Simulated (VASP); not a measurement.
# LiBe24 in VASP: further runs

Runs on LiBe24. Level: LDA. Tasks: single point, relaxation of the atoms.

Program: VASP 6.6.1. These are calculated values, not measurements. Logs are shortened: lines on timing, memory, paths and dates and some standing lists are left out, and cuts for length are marked.

## 1. The cell of the first run

The cell holds a slab with vacuum, 25 atoms: a = 4.452 Å, b = 7.033 Å, c = 19.800 Å, α = 90.00°, β = 90.00°, γ = 90.00°.

## 2. Single point, LDA

Contents of INCAR:

```
PREC     = Accurate       # precision mode
ENCUT    = 520            # plane-wave cutoff, eV
EDIFF    = 1E-6           # SCF threshold, eV
ISMEAR   = 0              # smearing method
SIGMA    = 0.1            # smearing width, eV
LREAL    = Auto         
LASPH    = True           # aspherical terms in the spheres
NELM     = 60             # most SCF steps
ALGO     = Normal         # electronic algorithm
ISIF     = 2              # what is computed and relaxed
LWAVE    = False          # write WAVECAR
LCHARG   = False          # write CHGCAR
LDIPOL   = True         
IDIPOL   = 3            
DIPOL    = 0.5 0.5 0.321
GGA      = CA             # functional
NBANDS   = 44             # bands
```

Contents of KPOINTS:

```
regular mesh
0
Gamma
  6 4 1
```

Contents of POSCAR:

```
LiBe24
1.0
    4.4524297775      0.0000000000      0.0000000000
    0.0000000000      7.0331519566      0.0000000000
    0.0000000000      0.0000000000     19.7998741761
Be Li
24 1
Direct
    0.0000000000      0.3750000000      0.2020214858
    0.0000000000      0.8750000000      0.2020214858
    0.5000000000      0.3750000000      0.2020214858
    0.5000000000      0.8750000000      0.2020214858
    0.2500000000      0.1250000000      0.2344789084
    0.2500000000      0.6250000000      0.2344789084
    0.7500000000      0.1250000000      0.2344789084
    0.7500000000      0.6250000000      0.2344789084
    0.2500000000      0.3750000000      0.2993937535
    0.2500000000      0.8750000000      0.2993937535
    0.7500000000      0.3750000000      0.2993937535
    0.7500000000      0.8750000000      0.2993937535
    0.0000000000      0.1250000000      0.3261495638
    0.0000000000      0.6250000000      0.3261495638
    0.5000000000      0.1250000000      0.3261495638
    0.5000000000      0.6250000000      0.3261495638
    0.0000000000      0.3750000000      0.3969669031
    0.0000000000      0.8750000000      0.3969669031
    0.5000000000      0.3750000000      0.3969669031
    0.5000000000      0.8750000000      0.3969669031
    0.2500000000      0.1250000000      0.4191882283
    0.2500000000      0.6250000000      0.4191882283
    0.7500000000      0.1250000000      0.4191882283
    0.7500000000      0.6250000000      0.4191882283
    0.2500000000      0.2500000000      0.5153213837
```

Potentials or basis: VASP PAW LDA potentials, release 64 (Be, Li_sv).

On the command line:

```
cat potpaw_LDA.64/Be/POTCAR potpaw_LDA.64/Li_sv/POTCAR > POTCAR
mpirun -np 1 vasp_std > vasp.out
```

OUTCAR:

```text
PREC = Accurate
   ENCUT = 520
   EDIFF = 1E-6
   ISMEAR = 0
   LREAL = Auto
   LASPH = True
   NELM = 60
   ISIF = 2
   GGA = CA

 ion  position               nearest neighbor table
   1  0.000  0.375  0.202-   5 2.18   6 2.18   7 2.18   8 2.18   3 2.23   3 2.23  11 2.23   9 2.23

   2  0.000  0.875  0.202-   5 2.18   6 2.18   7 2.18   8 2.18   4 2.23   4 2.23  12 2.23  10 2.23

   3  0.500  0.375  0.202-   5 2.18   6 2.18   7 2.18   8 2.18   1 2.23   1 2.23  11 2.23   9 2.23
[... 39 lines left out ...]
  23  0.750  0.125  0.419-  17 2.13  18 2.13  19 2.13  20 2.13  13 2.15  15 2.15  21 2.23  21 2.23

  24  0.750  0.625  0.419-  17 2.13  18 2.13  19 2.13  20 2.13  14 2.15  16 2.15  22 2.23  22 2.23

  25  0.250  0.250  0.515-  21 2.10

  LATTYP: Found a simple orthorhombic cell.
 ALAT       =     4.4524297775
 B/A-ratio  =     1.5796210851
 C/A-ratio  =     4.4469817977

  Lattice vectors:

 A1 = (   4.4524297775,   0.0000000000,   0.0000000000)
 A2 = (   0.0000000000,   7.0331519566,   0.0000000000)
 A3 = (   0.0000000000,   0.0000000000,  19.7998741761)

Analysis of symmetry for initial positions (statically):
=====================================================================
 Subroutine PRICEL returns:
 Original cell was already a primitive cell.

 Routine SETGRP: Setting up the symmetry group for a
 simple orthorhombic supercell.

 Subroutine GETGRP returns: Found  2 space group operations
 (whereof  1 operations were pure point group operations)
 out of a pool of  8 trial point group operations.

The static configuration has the point symmetry C_1 .
 The point group associated with its full space group is C_1h.

Analysis of symmetry for dynamics (positions and initial velocities):
=====================================================================
 Subroutine PRICEL returns:
 Original cell was already a primitive cell.

 Routine SETGRP: Setting up the symmetry group for a
 simple orthorhombic supercell.

 Subroutine GETGRP returns: Found  2 space group operations
 (whereof  1 operations were pure point group operations)
 out of a pool of  8 trial point group operations.

The dynamic configuration has the point symmetry C_1 .
 The point group associated with its full space group is C_1h.

 Subroutine INISYM returns: Found  2 space group operations
 (whereof  1 operations are pure point group operations),
 and found     1 'primitive' translations

----------------------------------------------------------------------------------------

                                     Primitive cell

  volume of cell :     620.0254

  direct lattice vectors                    reciprocal lattice vectors
     4.452429777  0.000000000  0.000000000     0.224596468  0.000000000  0.000000000
     0.000000000  7.033151957  0.000000000     0.000000000  0.142183761  0.000000000
     0.000000000  0.000000000 19.799874176     0.000000000  0.000000000  0.050505371

  length of vectors
     4.452429777  7.033151957 19.799874176     0.224596468  0.142183761  0.050505371

  position of ions in fractional coordinates (direct lattice)
     0.000000000  0.375000000  0.202021486
     0.000000000  0.875000000  0.202021486
     0.500000000  0.375000000  0.202021486
     0.500000000  0.875000000  0.202021486
     0.250000000  0.125000000  0.234478908
     0.250000000  0.625000000  0.234478908
[... 17 lines left out ...]
     0.750000000  0.625000000  0.419188228
     0.250000000  0.250000000  0.515321384

  ion indices of the primitive-cell ions
   primitive index   ion index
                 1           1
                 2           2
                 3           3
                 4           4
                 5           5
                 6           6
[... 17 lines left out ...]
                24          24
                25          25

----------------------------------------------------------------------------------------

 KPOINTS: regular mesh

Automatic generation of k-mesh.
 Grid dimensions read from file:
 generate k-points for:    6    4    1

 Generating k-lattice:

  Cartesian coordinates                     Fractional coordinates (reciprocal lattice)
     0.037432745  0.000000000  0.000000000     0.166666667  0.000000000  0.000000000
     0.000000000  0.035545940  0.000000000     0.000000000  0.250000000  0.000000000
     0.000000000  0.000000000  0.050505371     0.000000000  0.000000000  1.000000000

  Length of vectors
     0.037432745  0.035545940  0.050505371

  Shift w.r.t. Gamma in fractional coordinates (k-lattice)
     0.000000000  0.000000000  0.000000000

 Subroutine IBZKPT returns following result:
 ===========================================

 Found     12 irreducible k-points:

 Following reciprocal coordinates:
            Coordinates               Weight
  0.000000  0.000000  0.000000      1.000000
  0.166667  0.000000  0.000000      2.000000
  0.333333  0.000000  0.000000      2.000000
  0.500000  0.000000  0.000000      1.000000
  0.000000  0.250000  0.000000      2.000000
  0.166667  0.250000  0.000000      4.000000
  0.333333  0.250000  0.000000      4.000000
  0.500000  0.250000  0.000000      2.000000
  0.000000  0.500000  0.000000      1.000000
  0.166667  0.500000  0.000000      2.000000
  0.333333  0.500000  0.000000      2.000000
  0.500000  0.500000  0.000000      1.000000
   k-points           NKPTS =     12   k-points in BZ     NKDIM =     12   number of bands    NBANDS=     44
   number of dos      NEDOS =    301   number of ions     NIONS =     25
   total plane-waves  NPLWV = 291600
   dimension x,y,z NGX =    36 NGY =   54 NGZ =  150
   dimension x,y,z NGXF=    72 NGYF=  108 NGZF=  300
   ions per type =              24   1
   NGX,Y,Z   is equivalent  to a cutoff of  13.44, 12.76, 12.59 a.u.
   NGXF,Y,Z  is equivalent  to a cutoff of  26.88, 25.53, 25.19 a.u.
 SYSTEM =  unknown system
   PREC   = accura    normal or accurate (medium, high low for compatibility)
   ISTART =      0    job   : 0-new  1-cont  2-samecut
   ICHARG =      2    charge: 1-file 2-atom 10-const
   ISPIN  =      1    spin polarized calculation?
   LNONCOLLINEAR =      F non collinear calculations
   LSORBIT =      F    spin-orbit coupling
   LASPH  =      T    aspherical Exc in radial PAW
   ENCUT  =  520.0 eV  38.22 Ry    6.18 a.u.   8.28 13.08 36.81*2*pi/ulx,y,z
   NELM   =     60;   NELMIN=  2; NELMDL= -5     # of ELM steps
   EDIFF  = 0.1E-05   stopping-criterion for ELM
   LREAL  =      T    real-space projection
   EDIFFG = 0.1E-04   stopping-criterion for IOM
   NSW    =      0    number of steps for IOM
   IBRION =     -1    ionic relax: 0-MD 1-quasi-New 2-CG
   NFREE  =      0    steps in history (QN), initial steepest desc. (CG)
   ISIF   =      2    stress and relaxation
   ISYM   =      2    0-nonsym 1-usesym 2-fastsym
   POTIM  = 0.5000    time-step for ionic-motion
   TEBEG  =    0.0;   TEEND  =   0.0 temperature during run
   PSTRESS=    0.0 pullay stress
   NELECT =      51.0000    total number of electrons
   NUPDOWN=      -1.0000    fix difference up-down
   EMIN   =  10.00;   EMAX   =-10.00  energy-range for DOS
   EFERMI =   0.00;   METHOD = LEGACY
   ISMEAR =     0;   SIGMA  =   0.10  broadening in eV -4-tet -1-fermi 0-gaus
   EFERMI_NEDOS =   21; number of points for ismear=-14 and -15
   IALGO  =     38    algorithm
   IMIX   =      4    mixing-type and parameters
     AMIX     =   0.40;   BMIX     =  1.00
     AMIX_MAG =   1.60;   BMIX_MAG =  1.00
  volume/ion in A,a.u.               =      24.80       167.37
  Fermi-wavevector in a.u.,A,eV,Ry     =   0.711970  1.345428  6.896811  0.506901
  Thomas-Fermi vector in A             =   1.799222
   LORBIT       =      0    0 simple, 1 ext, 2 COOP (PROOUT), +10 PAW based schemes
   GGA     = CA    functional components
   LHFCALC =     F    Hartree Fock is set to
   AEXX    =    0.0000 exact exchange contribution
   IVDW    =     0    specifies the selected vdW correction
   LEPSILON=     F    determine dielectric tensor
   LRPA    =     F    only Hartree local field effects (RPA)
 non-spin polarized calculation
 Gauss-broadening in eV      SIGMA  =   0.10
  energy-cutoff  :      520.00
  volume of cell :      620.03
 maximum number of plane-waves:     16734
 NGX is ok and might be reduce to    36
   NGX = 17   NGY = 27   NGZ = 73

 number of electron      51.0000000 magnetization

 dipolmoment           0.000000      0.000000     -0.456505 electrons x Angstroem

 Free energy of the ion-electron system (eV)
  ---------------------------------------------------
  ext. energy  EPLUGINS =         0.00000000
  ---------------------------------------------------
  free energy    TOTEN  =       -95.20818958 eV

  energy without entropy =      -95.17804925  energy(sigma->0) =      -95.19311941

 E-fermi :  -0.2799     XC(G=0):  -4.4043

 val. band max:       -0.2834645488   @ k =   0.3333   0.2500   0.0000
 cond. band min:      -0.2107903656   @ k =   0.5000   0.2500   0.0000
 fundamental gap:      0.0726741832
 Fermi energy:        -0.2799150396

 k-point     1 :       0.0000    0.0000    0.0000
  band No.  band energies     occupation
      1     -47.5140      2.00000
      2     -10.6961      2.00000
      3      -8.6224      2.00000
      4      -8.5653      2.00000
      5      -8.5395      2.00000
      6      -6.4876      2.00000
[... 469 lines left out ...]
     36       3.6192      0.00000
     37       3.9386      0.00000
 [bands above 37 left out]

------------------------ aborting loop because EDIFF is reached ----------------------------------------

 vacuum level on the upper side and lower side of the slab       (xc-potential included)        -1.396         1.257

  FORCE on cell =-STRESS in cart. coord.  units (eV):
  Direction    XX          YY          ZZ          XY          YZ          ZX
  --------------------------------------------------------------------------------------
  -------------------------------------------------------------------------------------
  Total       -0.8941495     -2.5950195     -1.5239081      0.0000000      1.3626280      0.0000000
  in kB       -2.3105278     -6.7056625     -3.9378561      0.0000000      3.5211001      0.0000000
  external PRESSURE =      -4.3180155 kB  Pullay stress =       0.0000000 kB

 VOLUME and BASIS-vectors are now :
 -----------------------------------------------------------------------------
  energy-cutoff  :      520.00
  volume of cell :      620.03
      direct lattice vectors                 reciprocal lattice vectors
     4.452429777  0.000000000  0.000000000     0.224596468  0.000000000  0.000000000
     0.000000000  7.033151957  0.000000000     0.000000000  0.142183761  0.000000000
     0.000000000  0.000000000 19.799874176     0.000000000  0.000000000  0.050505371

 POSITION                                       TOTAL-FORCE (eV/Angst)
 -----------------------------------------------------------------------------------
      0.00000      2.63743      4.00000         0.000212      0.017144      0.573608
      0.00000      6.15401      4.00000         0.015474     -0.008466      0.569552
      2.22621      2.63743      4.00000        -0.000212      0.017144      0.573608
      2.22621      6.15401      4.00000        -0.015474     -0.008466      0.569552
      1.11311      0.87914      4.64265         0.000000      0.014797     -0.687232
      1.11311      4.39572      4.64265         0.000000     -0.007956     -0.734368
[... 17 lines left out ...]
      3.33932      4.39572      8.29987         0.000000      0.031931     -0.008674
      1.11311      1.75829     10.20330         0.000000      0.636124      0.021392
 -----------------------------------------------------------------------------------
    total drift:                                0.000000      0.003805     -0.005152

  FREE ENERGIE OF THE ION-ELECTRON SYSTEM (eV)
  ---------------------------------------------------
  free  energy   TOTEN  =       -95.2081895813 eV

  energy  without entropy=      -95.1780492470  energy(sigma->0) =      -95.19311941

 vacuum level on the upper side and lower side of the slab         1.446         4.143
```

Wall time 12 min (1 thread of AMD EPYC 7R13 (Zen 3), shared host); peak memory 0.54 GiB.

What came out:

```yaml
Free_energy: -95.2082 eV
Largest_force: 1.360 eV/Å
Band_gap_on_the_k_mesh: zero (an odd number of electrons rules out a gap without spin polarisation)
```

Forces on the atoms (eV/Å):
```
Be   0.000  0.017  0.574
Be   0.015 -0.008  0.570
Be   0.000  0.017  0.574
Be  -0.015 -0.008  0.570
Be   0.000  0.015 -0.687
Be   0.000 -0.008 -0.734
Be   0.000  0.017 -0.647
Be   0.000 -0.046 -0.721
Be   0.000  0.028  0.183
Be   0.000 -0.026  0.172
Be   0.000  0.009  0.212
Be   0.000 -0.033  0.132
Be   0.014 -0.028  0.008
Be   0.014  0.015 -0.027
Be  -0.014 -0.028  0.008
Be  -0.014  0.015 -0.027
Be   0.073  0.012  0.280
Be  -0.001 -0.066  0.133
Be  -0.073  0.012  0.280
Be   0.001 -0.066  0.133
Be   0.000 -0.520 -1.256
Be   0.000 -0.002 -0.036
Be   0.000  0.015  0.294
Be   0.000  0.032 -0.009
Li   0.000  0.636  0.021
```

Caveat: the cutoff is under 1.25 times the usual one of these potentials, so pressure, stress and relaxed cells hold a basis-set (Pulay) error.

(Part 1 of 3 ends here.)

The gap in the log of VASP goes by the Fermi energy; the results here count the filled bands.